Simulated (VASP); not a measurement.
Input of a VASP 6.6.1 run:

POSCAR

```
Sb
1.0
   -1.5360979341      1.5360979341      2.6423702279
    1.5360979341     -1.5360979341      2.6423702279
    1.5360979341      1.5360979341     -2.6423702279
Sb
1
Direct
    0.0000000000      0.0000000000      0.0000000000
```

INCAR.step1

```
ALGO = Normal
EDIFF = 1E-4
ENCUT = 520
GGA = PE
ISMEAR = -1
LASPH = True
LCHARG = False
LREAL = False
LWAVE = True
NBANDS = 8
NELM = 100
PREC = Accurate
SIGMA = 0.1
```

INCAR.step2

```
ALGO = Normal
EDIFF = 1E-6
ENCUT = 520
ISIF = 2
ISMEAR = -1
ISTART = 1
LASPH = True
LCHARG = True
LELF = True
LMIXTAU = True
LREAL = False
LVHAR = True
LWAVE = False
METAGGA = R2SCAN
NBANDS = 8
NELM = 100
PREC = Accurate
SIGMA = 0.1
```

File KPOINTS:

```
k-points
0
Gamma
  13 13 13
```

Potentials or basis: VASP PAW PBE potentials, release 64 (Sb).

The run is started by

```bash
$ cat potpaw_PBE.64/Sb/POTCAR > POTCAR
$ cp INCAR.step1 INCAR
$ mpirun -np 1 vasp_std > vasp.out
$ cp INCAR.step2 INCAR
$ mpirun -np 1 vasp_std > vasp.out
```

(1) What does it give for the pressure?

(2) Predict the band gap on the k mesh.

Answers

(1) 7.5 GPa.

(2) zero (an odd number of electrons rules out a gap without spin polarisation).

Caveat: the cell stands under pressure; the PAW data sets were made with another functional, which shifts forces and pressure a little; spin-orbit coupling is left out, which moves the levels of the heavy elements.
